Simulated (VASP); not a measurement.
# CsCl (CsCl type) (Pm-3m) in VASP: a series of runs

The runs below take CsCl (CsCl type) through single point, with HSE06.

Everything below comes from runs of VASP 6.6.1. Logs are shortened: lines on timing, memory, paths and dates and some standing lists are left out, and cuts for length are marked.

**1. The cell of the first run**

Symmetry: Pm-3m, No. 221, cubic system. Conventional cell: a = 4.214 Å, b = 4.214 Å, c = 4.214 Å, α = 90.00°, β = 90.00°, γ = 90.00°. Within 4.8 Å of Cs (site symmetry m-3m) lie 8 Cl at 3.65 Å and 6 Cs at 4.21 Å. Cl (site symmetry m-3m) has 8 Cs at 3.65 Å and 6 Cl at 4.21 Å within 4.8 Å.

**2. Single point, HSE06**

Contents of POSCAR:

```
CsCl
1.0
    4.2139535909      0.0000000000      0.0000000000
    0.0000000000      4.2139535909      0.0000000000
    0.0000000000      0.0000000000      4.2139535909
Cs Cl
1 1
Direct
    0.0000000000      0.0000000000      0.0000000000
    0.5000000000      0.5000000000      0.5000000000
```

Contents of INCAR.step1:

```
SYSTEM = CsCl
PREC     = Accurate       ! precision mode
ENCUT    = 400            ! plane-wave cutoff, eV
EDIFF    = 1E-5           ! SCF threshold, eV
ISMEAR   = -1             ! smearing method
SIGMA    = 0.05           ! smearing width, eV
LREAL    = .FALSE.        ! projectors in reciprocal space
LASPH    = .TRUE.         ! aspherical terms in the spheres
NELM     = 120            ! most SCF steps
ALGO     = Normal         ! electronic algorithm
ISIF     = 2              ! what is computed and relaxed
LWAVE    = .TRUE.         ! write WAVECAR
LCHARG   = .FALSE.        ! write CHGCAR
NBANDS   = 15             ! bands
GGA      = PE             ! functional
GGA_COMPAT= .FALSE.
```

Contents of INCAR.step2:

```
SYSTEM = CsCl
PREC     = Accurate       ! precision mode
ENCUT    = 400            ! plane-wave cutoff, eV
EDIFF    = 1E-6           ! SCF threshold, eV
ISMEAR   = -1             ! smearing method
SIGMA    = 0.05           ! smearing width, eV
LREAL    = .FALSE.        ! projectors in reciprocal space
LASPH    = .TRUE.         ! aspherical terms in the spheres
NELM     = 120            ! most SCF steps
ALGO     = Normal         ! electronic algorithm
ISIF     = 2              ! what is computed and relaxed
LWAVE    = .FALSE.        ! write WAVECAR
LCHARG   = .FALSE.        ! write CHGCAR
GGA      = PE             ! functional
LHFCALC  = .TRUE.         ! exact exchange
HFSCREEN = 0.2079         ! screening, 1/A
PRECFOCK = Normal       
NBANDS   = 15             ! bands
ISTART   = 1            
GGA_COMPAT= .FALSE.
```

Contents of KPOINTS:

```
Automatic mesh
0
G
  4 4 4
  0 0 0
```

Potentials or basis: VASP PAW PBE potentials, release 64 (Cs_sv, Cl).

On the command line:

```console
> cat potpaw_PBE.64/Cs_sv/POTCAR potpaw_PBE.64/Cl/POTCAR > POTCAR
> cp INCAR.step1 INCAR
> mpirun -np 1 vasp_std > vasp.out
> cp INCAR.step2 INCAR
> mpirun -np 1 vasp_std > vasp.out
```

OUTCAR:

```text
SYSTEM = CsCl
   PREC = Accurate
   ENCUT = 400
   EDIFF = 1E-6
   ISMEAR = -1
   LREAL = .FALSE.
   LASPH = .TRUE.
   NELM = 120
   ISIF = 2
   GGA = PE
   LHFCALC = .TRUE.
   HFSCREEN = 0.2079
   PRECFOCK = Normal
   ISTART = 1

 ion  position               nearest neighbor table
   1  0.000  0.000  0.000-
   2  0.500  0.500  0.500-

  LATTYP: Found a simple cubic cell.
 ALAT       =     4.2139535909

  Lattice vectors:

 A1 = (   4.2139535909,   0.0000000000,   0.0000000000)
 A2 = (   0.0000000000,   4.2139535909,   0.0000000000)
 A3 = (   0.0000000000,   0.0000000000,   4.2139535909)

Analysis of symmetry for initial positions (statically):
=====================================================================
 Subroutine PRICEL returns:
 Original cell was already a primitive cell.

 Routine SETGRP: Setting up the symmetry group for a
 simple cubic supercell.

 Subroutine GETGRP returns: Found 48 space group operations
 (whereof 48 operations were pure point group operations)
 out of a pool of 48 trial point group operations.

The static configuration has the point symmetry O_h .

Analysis of symmetry for dynamics (positions and initial velocities):
=====================================================================
 Subroutine PRICEL returns:
 Original cell was already a primitive cell.

 Routine SETGRP: Setting up the symmetry group for a
 simple cubic supercell.

 Subroutine GETGRP returns: Found 48 space group operations
 (whereof 48 operations were pure point group operations)
 out of a pool of 48 trial point group operations.

The dynamic configuration has the point symmetry O_h .

 Subroutine INISYM returns: Found 48 space group operations
 (whereof 48 operations are pure point group operations),
 and found     1 'primitive' translations

----------------------------------------------------------------------------------------

                                     Primitive cell

  volume of cell :      74.8289

  direct lattice vectors                    reciprocal lattice vectors
     4.213953591  0.000000000  0.000000000     0.237306837  0.000000000  0.000000000
     0.000000000  4.213953591  0.000000000     0.000000000  0.237306837  0.000000000
     0.000000000  0.000000000  4.213953591     0.000000000  0.000000000  0.237306837

  length of vectors
     4.213953591  4.213953591  4.213953591     0.237306837  0.237306837  0.237306837

  position of ions in fractional coordinates (direct lattice)
     0.000000000  0.000000000  0.000000000
     0.500000000  0.500000000  0.500000000

  ion indices of the primitive-cell ions
   primitive index   ion index
                 1           1
                 2           2

----------------------------------------------------------------------------------------

 KPOINTS: Automatic mesh

Automatic generation of k-mesh.
 Grid dimensions read from file:
 generate k-points for:    4    4    4

 Generating k-lattice:

  Cartesian coordinates                     Fractional coordinates (reciprocal lattice)
     0.059326709  0.000000000  0.000000000     0.250000000  0.000000000  0.000000000
     0.000000000  0.059326709  0.000000000     0.000000000  0.250000000  0.000000000
     0.000000000  0.000000000  0.059326709     0.000000000  0.000000000  0.250000000

  Length of vectors
     0.059326709  0.059326709  0.059326709

  Shift w.r.t. Gamma in fractional coordinates (k-lattice)
     0.000000000  0.000000000  0.000000000

 Subroutine IBZKPT returns following result:
 ===========================================

 Found     10 irreducible k-points:

 Following reciprocal coordinates:
            Coordinates               Weight
  0.000000  0.000000  0.000000      1.000000
  0.250000  0.000000  0.000000      6.000000
  0.500000  0.000000  0.000000      3.000000
  0.250000  0.250000  0.000000     12.000000
  0.500000  0.250000  0.000000     12.000000
  0.500000  0.500000  0.000000      3.000000
  0.250000  0.250000  0.250000      8.000000
  0.500000  0.250000  0.250000     12.000000
  0.500000  0.500000  0.250000      6.000000
  0.500000  0.500000  0.500000      1.000000
   k-points           NKPTS =     10   k-points in BZ     NKDIM =     64   number of bands    NBANDS=     15
   number of dos      NEDOS =    301   number of ions     NIONS =      2
   total plane-waves  NPLWV =  21952
   dimension x,y,z NGX =    28 NGY =   28 NGZ =   28
   dimension x,y,z NGXF=    56 NGYF=   56 NGZF=   56
   ions per type =               1   1
   NGX,Y,Z   is equivalent  to a cutoff of  11.05, 11.05, 11.05 a.u.
   NGXF,Y,Z  is equivalent  to a cutoff of  22.09, 22.09, 22.09 a.u.
 SYSTEM =  CsCl
   PREC   = accura    normal or accurate (medium, high low for compatibility)
   ISTART =      1    job   : 0-new  1-cont  2-samecut
   ICHARG =      0    charge: 1-file 2-atom 10-const
   ISPIN  =      1    spin polarized calculation?
   LNONCOLLINEAR =      F non collinear calculations
   LSORBIT =      F    spin-orbit coupling
   LASPH  =      T    aspherical Exc in radial PAW
   ENCUT  =  400.0 eV  29.40 Ry    5.42 a.u.   6.87  6.87  6.87*2*pi/ulx,y,z
   NELM   =    120;   NELMIN=  2; NELMDL=  0     # of ELM steps
   EDIFF  = 0.1E-05   stopping-criterion for ELM
   LREAL  =      F    real-space projection
   EDIFFG = 0.1E-04   stopping-criterion for IOM
   NSW    =      0    number of steps for IOM
   IBRION =     -1    ionic relax: 0-MD 1-quasi-New 2-CG
   NFREE  =      0    steps in history (QN), initial steepest desc. (CG)
   ISIF   =      2    stress and relaxation
   ISYM   =      3    0-nonsym 1-usesym 2-fastsym
   POTIM  = 0.5000    time-step for ionic-motion
   TEBEG  =    0.0;   TEEND  =   0.0 temperature during run
   PSTRESS=    0.0 pullay stress
   NELECT =      16.0000    total number of electrons
   NUPDOWN=      -1.0000    fix difference up-down
   EMIN   =  10.00;   EMAX   =-10.00  energy-range for DOS
   EFERMI =   0.00;   METHOD = LEGACY
   ISMEAR =    -1;   SIGMA  =   0.05  broadening in eV -4-tet -1-fermi 0-gaus
   EFERMI_NEDOS =   21; number of points for ismear=-14 and -15
   IALGO  =     38    algorithm
   IMIX   =      1    mixing-type and parameters
     AMIX     =   0.40;   BMIX     =  1.00
     AMIX_MAG =   1.60;   BMIX_MAG =  1.00
  volume/ion in A,a.u.               =      37.41       252.49
  Fermi-wavevector in a.u.,A,eV,Ry     =   0.978945  1.849938 13.038923  0.958334
  Thomas-Fermi vector in A             =   2.109760
   LORBIT       =      0    0 simple, 1 ext, 2 COOP (PROOUT), +10 PAW based schemes
   GGA     = PE    functional components
   LHFCALC =     T    Hartree Fock is set to
   PRECFOCK=normal    Normal, Fast or Accurate (Low or Medium for compatibility)
   ENCUT4O =  -1.0   cutoff for four orbital integrals eV
   NKREDX  =     1    reduce k-point grid by
   NKREDY  =     1    reduce k-point grid by
   NKREDZ  =     1    reduce k-point grid by
   AEXX    =    0.2500 exact exchange contribution
   HFSCREEN=    0.2079 screening length (either q_TF or 0.3 A-1)
   HFSCREENC=   0.2079 screening length for correlation (either q_TF or 0.3 A-1)
   ENCUTFOCK=  -1.0 apply spherical cutoff to Coloumb kernel
   IVDW    =     0    specifies the selected vdW correction
   LEPSILON=     F    determine dielectric tensor
   LRPA    =     F    only Hartree local field effects (RPA)
 non-spin polarized calculation
  energy-cutoff  :      400.00
  volume of cell :       74.83
 maximum number of plane-waves:      1382
 NGX is ok and might be reduce to    28
  NGX = 24; NGY = 24; NGZ = 24

 number of electron      16.0000000 magnetization

 Free energy of the ion-electron system (eV)
  ---------------------------------------------------
  ext. energy  EPLUGINS =         0.00000000
  ---------------------------------------------------
  free energy    TOTEN  =        -7.62649822 eV

  energy without entropy =       -7.62649822  energy(sigma->0) =       -7.62649822

 E-fermi :  -0.4569     XC(G=0):  -6.6572

 val. band max:       -1.5946608262   @ k =   0.0000   0.0000   0.0000
 cond. band min:       4.6743449214   @ k =   0.0000   0.0000   0.0000
 fundamental gap:      6.2690057476
 Fermi energy:        -0.4569060792

 k-point     1 :       0.0000    0.0000    0.0000
  band No.  band energies     occupation
      1     -22.2852      2.00000
      2     -14.8404      2.00000
      3      -7.7952      2.00000
      4      -7.7952      2.00000
      5      -7.7952      2.00000
      6      -1.5947      2.00000
      7      -1.5947      2.00000
      8      -1.5947      2.00000
      9       4.6743      0.00000
     10       5.1219      0.00000
     11       5.1219      0.00000
     12       9.7463      0.00000
     13       9.7463      0.00000
     14       9.7463      0.00000
     15      12.9094      0.00000

 k-point     2 :       0.2500    0.0000    0.0000
  band No.  band energies     occupation
      1     -22.2506      2.00000
      2     -14.8512      2.00000
      3      -8.0503      2.00000
      4      -7.7344      2.00000
      5      -7.7344      2.00000
      6      -2.1866      2.00000
      7      -1.6878      2.00000
      8      -1.6878      2.00000
      9       5.5179      0.00000
     10       5.8410      0.00000
     11       6.4383      0.00000
     12       9.3482      0.00000
     13       9.3482      0.00000
     14      10.0722      0.00000
     15      10.5524      0.00000
[... 113 lines left out ...]
      3      -8.3768      2.00000
      4      -8.3768      2.00000
      5      -7.9466      2.00000
      6      -2.3097      2.00000
      7      -2.3097      2.00000
      8      -2.1474      2.00000
      9       6.8259      0.00000
     10       7.1911      0.00000
     11       7.8097      0.00000
     12       7.8097      0.00000
     13      10.6680      0.00000
     14      10.6680      0.00000
     15      11.9845      0.00000

 k-point    10 :       0.5000    0.5000    0.5000
  band No.  band energies     occupation
      1     -22.0990      2.00000
      2     -14.6835      2.00000
      3      -8.2662      2.00000
      4      -8.2662      2.00000
      5      -8.2662      2.00000
      6      -2.5874      2.00000
      7      -2.5874      2.00000
      8      -2.5874      2.00000
      9       8.0730      0.00000
     10       8.0730      0.00000
     11       8.0730      0.00000
     12       9.9548      0.00000
     13       9.9548      0.00000
     14       9.9548      0.00000
     15      12.0976      0.00000

------------------------ aborting loop because EDIFF is reached ----------------------------------------

  FORCE on cell =-STRESS in cart. coord.  units (eV):
  Direction    XX          YY          ZZ          XY          YZ          ZX
  --------------------------------------------------------------------------------------
  -------------------------------------------------------------------------------------
  Total       -0.1958945     -0.1958945     -0.1958945      0.0000000      0.0000000      0.0000000
  in kB       -4.1943403     -4.1943403     -4.1943403      0.0000000      0.0000000      0.0000000
  external PRESSURE =      -4.1943403 kB  Pullay stress =       0.0000000 kB

 VOLUME and BASIS-vectors are now :
 -----------------------------------------------------------------------------
  energy-cutoff  :      400.00
  volume of cell :       74.83
      direct lattice vectors                 reciprocal lattice vectors
     4.213953591  0.000000000  0.000000000     0.237306837  0.000000000  0.000000000
     0.000000000  4.213953591  0.000000000     0.000000000  0.237306837  0.000000000
     0.000000000  0.000000000  4.213953591     0.000000000  0.000000000  0.237306837

 POSITION                                       TOTAL-FORCE (eV/Angst)
 -----------------------------------------------------------------------------------
      0.00000      0.00000      0.00000         0.000000      0.000000      0.000000
      2.10698      2.10698      2.10698         0.000000      0.000000      0.000000
 -----------------------------------------------------------------------------------
    total drift:                                0.000000      0.000000      0.000000

  FREE ENERGIE OF THE ION-ELECTRON SYSTEM (eV)
  ---------------------------------------------------
  free  energy   TOTEN  =        -7.6264982207 eV

  energy  without entropy=       -7.6264982206  energy(sigma->0) =       -7.62649822
```

Wall time 6.2 min (1 thread of Intel Xeon Platinum 8259CL at 2.50GHz (Skylake/Cascade Lake), shared host); peak memory 0.26 GiB.

Results:

```yaml
Free_energy: -7.6265 eV
Pressure: -0.4 GPa
Band_gap_on_the_k_mesh: 6.27 eV
```

Levels at points of the mesh, in eV from the valence-band top:
| k point | band 4 | band 5 | band 6 | band 7 | band 8 | band 9 | band 10 | band 11 | band 12 | band 13 |
| --- | --- | --- | --- | --- | --- | --- | --- | --- | --- | --- |
| (0.00, 0.00, 0.00) | -6.20 | -6.20 | 0.00 | 0.00 | 0.00 | 6.27 | 6.72 | 6.72 | 11.34 | 11.34 |
| (0.50, 0.00, 0.00) | -6.08 | -6.08 | -1.08 | -0.19 | -0.19 | 7.72 | 8.68 | 9.82 | 10.59 | 10.75 |
| (0.50, 0.50, 0.00) | -6.89 | -6.00 | -0.44 | -0.44 | -0.03 | 7.18 | 7.28 | 9.30 | 9.30 | 12.86 |
| (0.50, 0.50, 0.50) | -6.67 | -6.67 | -0.99 | -0.99 | -0.99 | 9.67 | 9.67 | 9.67 | 11.55 | 11.55 |

Caveat: the PAW data sets were made with another functional, which shifts forces and pressure a little; spin-orbit coupling is left out, which moves the levels of the heavy elements.

**3. Single point, HSE06**

This run uses another cell than the first one, of 38.53 Å³/atom.

Contents of POSCAR:

```
CsCl
1.0
    4.2552694960      0.0000000000      0.0000000000
    0.0000000000      4.2552694960      0.0000000000
    0.0000000000      0.0000000000      4.2552694960
Cs Cl
1 1
Direct
    0.0000000000      0.0000000000      0.0000000000
    0.5000000000      0.5000000000      0.5000000000
```

Contents of INCAR.step1:

```
SYSTEM = CsCl
PREC = Accurate ; ENCUT = 400
EDIFF = 1E-5 ; ISMEAR = -1
SIGMA = 0.05 ; LREAL = .FALSE.
LASPH = .TRUE. ; NELM = 120
ALGO = Normal ; ISIF = 2
LWAVE = .TRUE. ; GGA = PE
NBANDS = 15 ; GGA_COMPAT = .FALSE.
```

Contents of INCAR.step2:

```
SYSTEM = CsCl
PREC = Accurate ; ENCUT = 400
EDIFF = 1E-6 ; ISMEAR = -1
SIGMA = 0.05 ; LREAL = .FALSE.
LASPH = .TRUE. ; NELM = 120
ALGO = Normal ; ISIF = 2
LWAVE = .FALSE. ; LCHARG = .TRUE.
GGA = PE ; LHFCALC = .TRUE.
HFSCREEN = 0.2079 ; PRECFOCK = Normal
LELF = .TRUE. ; LVHAR = .TRUE.
ISTART = 1 ; NBANDS = 15
GGA_COMPAT = .FALSE.
```

KPOINTS is that of step 2.

Potentials or basis: VASP PAW PBE potentials, release 64 (Cs_sv, Cl).

On the command line:

```console
> cat potpaw_PBE.64/Cs_sv/POTCAR potpaw_PBE.64/Cl/POTCAR > POTCAR
> cp INCAR.step1 INCAR
> mpirun -np 1 vasp_std > vasp.out
> cp INCAR.step2 INCAR
> mpirun -np 1 vasp_std > vasp.out
```

It took 5.1 min on 1 thread of Intel Xeon Platinum 8259CL at 2.50GHz (Skylake/Cascade Lake), shared host; peak memory 0.26 GiB.

It converged, with:

- Free energy: -7.6187 eV
- Pressure: -0.8 GPa
- Band gap on the k mesh: 6.14 eV

Levels at points of the mesh, in eV from the valence-band top:
| k point | band 5 | band 6 | band 7 | band 8 | band 9 | band 10 | band 11 | band 12 |
| --- | --- | --- | --- | --- | --- | --- | --- | --- |
| (0.00, 0.00, 0.00) | -6.27 | 0.00 | 0.00 | 0.00 | 6.14 | 6.73 | 6.73 | 11.22 |
| (0.50, 0.00, 0.00) | -6.16 | -1.03 | -0.17 | -0.17 | 7.69 | 8.53 | 9.63 | 10.58 |
| (0.50, 0.50, 0.00) | -6.09 | -0.43 | -0.43 | -0.02 | 7.14 | 7.24 | 9.25 | 9.25 |
| (0.50, 0.50, 0.50) | -6.71 | -0.93 | -0.93 | -0.93 | 9.53 | 9.53 | 9.53 | 11.37 |

Caveat: the PAW data sets were made with another functional, which shifts forces and pressure a little; spin-orbit coupling is left out, which moves the levels of the heavy elements.
